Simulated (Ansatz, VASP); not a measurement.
# One calculation of Al, two programs

The input INCAR:

```
ALGO = Normal
EDIFF = 1E-6
ENCUT = 520
GGA = PS
ISIF = 2
ISMEAR = 0
LASPH = T
LCHARG = F
LREAL = F
LWAVE = F
NBANDS = 8
NELM = 80
PREC = Accurate
SIGMA = 0.15
```

The input KPOINTS:

```
k-points
0
Gamma
  20 20 20
```

POSCAR

```
Al
1.0
    0.0000000000      2.0543397000      2.0543397000
    2.0543397000      0.0000000000      2.0543397000
    2.0543397000      2.0543397000      0.0000000000
Al
1
Direct
    0.0000000000      0.0000000000      0.0000000000
```

Input for Ansatz:

```yaml
crystal:
  lattice:
    - [0.0, 2.0543397, 2.0543397]
    - [2.0543397, 0.0, 2.0543397]
    - [2.0543397, 2.0543397, 0.0]
  atoms:
    - { symbol: Al, position: [0.0, 0.0, 0.0] }
basis:
  ecutwfc: 420
kpoints:
  mp_grid: { grid: [20, 20, 20] }
hamiltonian:
  xc: pbesol
scf:
  occupations: { method: gaussian, width: 0.15 }
output:
  forces: true
  stress: true
  eigenvalues: true
```

Change from the starting cell: strain +0.015 along x and y, +0.015 along z, atoms carried along.

Alike in both runs: task single point; functional PBEsol; k mesh 20 × 20 × 20; occupations gaussian, width 0.15 eV; no spin polarisation.

```csv
,VASP,Ansatz
version,VASP 6.6.1,Ansatz 0.2.0
potentials or method,"VASP PAW PBE potentials, release 64 (Al), cutoff 520 eV","scalar-relativistic, plane waves, PAW"
valence electrons in the cell,3,3
```

```tsv
	VASP	Ansatz	Ansatz less VASP
gap on the k mesh at the Fermi level (eV)	none	none	-
pressure (GPa)	-4.8	-4.8	-0.04
```

VASP's potentials were made for PBE, not for PBEsol. A gap of «none» marks a metal or a gap that the smearing closes. The functional is the same, so the differences come from potentials, cutoffs and numerics.
